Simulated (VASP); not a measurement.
PrBe3Si, 10 atoms in the cell. It takes space group P6/mmm (No. 191, hexagonal). Conventional cell: a = 5.429 Å, b = 5.429 Å, c = 5.849 Å, α = 90.00°, β = 90.00°, γ = 120.00°. Within 3.9 Å of Pr (site symmetry 6/mmm) lie 2 Pr at 2.92 Å and 12 Be at 2.95 Å. Within 3.9 Å of Pr (site symmetry 6/mmm) lie 2 Pr at 2.92 Å and 6 Si at 3.13 Å and 12 Be at 3.24 Å. Be (site symmetry 2mm) has 5 Be at 2.31 to 2.71 Å and 2 Si at 2.36 Å and 2 Pr at 2.95 Å within 3.1 Å. Within 3.2 Å of Si (site symmetry -6m2) lie 6 Be at 2.36 Å and 3 Pr at 3.13 Å and 3 Si at 3.13 Å. The cell was generated, and may not be a known phase.

```yaml
Program: VASP 6.6.1
Task: single point
Functional: PBE
Potentials_or_basis: VASP PAW PBE potentials, release 64 (Pr_3, Be, Si), 4f in core
Cutoff: 600 eV
k_mesh: 4 × 4 × 3
Occupations: gaussian, width 0.2 eV
Spin: no spin polarisation
Dipole_correction: no
Further_INCAR_settings: ALGO = Normal; EDIFF = 1e-06; NBANDS = 32
```

Potentials or basis: VASP PAW PBE potentials, release 64 (Pr_3, Be, Si), 4f in core.

Launch:

```console
$ cat potpaw_PBE.64/Pr_3/POTCAR potpaw_PBE.64/Be/POTCAR potpaw_PBE.64/Si/POTCAR > POTCAR
$ mpirun -np 1 vasp_std > vasp.out
```

Hardware: 1 thread of Intel(R) Xeon(R) 6975P-C (Granite Rapids), with other jobs on the host.

Problem. Estimate the wall time of this run.

Solution. Wall time 28 s on 1 thread of Intel(R) Xeon(R) 6975P-C (Granite Rapids), with other jobs on the host, peak memory 0.34 GiB. Counts: scf iterations 12, k points 8.
